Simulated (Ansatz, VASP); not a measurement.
# Zr2PdC2 in VASP and in Ansatz

INCAR

```
  PREC = Accurate
  ENCUT = 600
  EDIFF = 1E-6
  ISMEAR = 0
  SIGMA = 0.1
  LREAL = F
  LASPH = T
  NELM = 60
  ALGO = Normal
  ISIF = 3
  LWAVE = F
  LCHARG = F
  GGA = PE
  IBRION = 2
  NSW = 90
  EDIFFG = -0.04
```

KPOINTS

```
Automatic mesh
0
Gamma
  6 6 6
```

The input POSCAR:

```
Zr2PdC2
1.0
   -1.8404468159      1.8404468159      4.5218078446
    1.8404468159     -1.8404468159      4.5218078446
    1.8404468159      1.8404468159     -4.5218078446
Zr Pd C
2 1 2
Direct
    0.7500000000      0.2500000000      0.5000000000
    0.2500000000      0.7500000000      0.5000000000
    0.0000000000      0.0000000000      0.0000000000
    0.3880000000      0.3880000000      0.0000000000
    0.6120000000      0.6120000000      0.0000000000
```

Input for Ansatz:

```yaml
crystal:
  lattice:
    - [-1.8404468159, 1.8404468159, 4.5218078446]
    - [1.8404468159, -1.8404468159, 4.5218078446]
    - [1.8404468159, 1.8404468159, -4.5218078446]
  atoms:
    - { symbol: Zr, position: [0.75, 0.25, 0.5] }
    - { symbol: Zr, position: [0.25, 0.75, 0.5] }
    - { symbol: Pd, position: [0.0, 0.0, 0.0] }
    - { symbol: C, position: [0.388, 0.388, 0.0] }
    - { symbol: C, position: [0.612, 0.612, 0.0] }
basis:
  ecutwfc: 420
kpoints:
  mp_grid: { grid: [6, 6, 6] }
hamiltonian:
  xc: pbe
scf:
  occupations: { method: gaussian, width: 0.1 }
  lower_state_search: "off"
output:
  forces: true
  stress: true
  eigenvalues: true
relax:
  adjacent_minimum: "off"
  f_tol: 0.04
  max_steps: 70
  cell: { stress_tol: 0.4 }
```

Alike in both runs: task relaxation of cell and atoms; functional PBE; k mesh 6 × 6 × 6; occupations gaussian, width 0.1 eV; no spin polarisation.

```csv
,VASP,Ansatz
version,VASP 6.6.1,Ansatz 0.2.0
potentials or method,"VASP PAW PBE potentials, release 64 (Zr_sv, Pd, C), cutoff 600 eV","scalar-relativistic, plane waves, PAW"
valence electrons in the cell,42,50
```

Ansatz gave:

- gap on the k mesh at the Fermi level, each at its own relaxed structure (eV): none
- relaxed volume (Å³/atom): 14.19
- relaxed cell length with the largest relative difference (Å): 4.803

Task: Estimate VASP's values.

Result: gap on the k mesh at the Fermi level, each at its own relaxed structure (eV): none; relaxed volume (Å³/atom): 14.22; relaxed cell length with the largest relative difference (Å): 4.809.

A gap of «none» marks a metal or a gap that the smearing closes. VASP's potentials hold 42 valence electrons a cell and Ansatz's 50, so a difference there can come from the potentials and not from the codes.

The k mesh is coarse, so the values compare programs but aren't converged. Noted on VASP's run: the volume moved by over 15 % at a fixed basis, so the end points are rough.
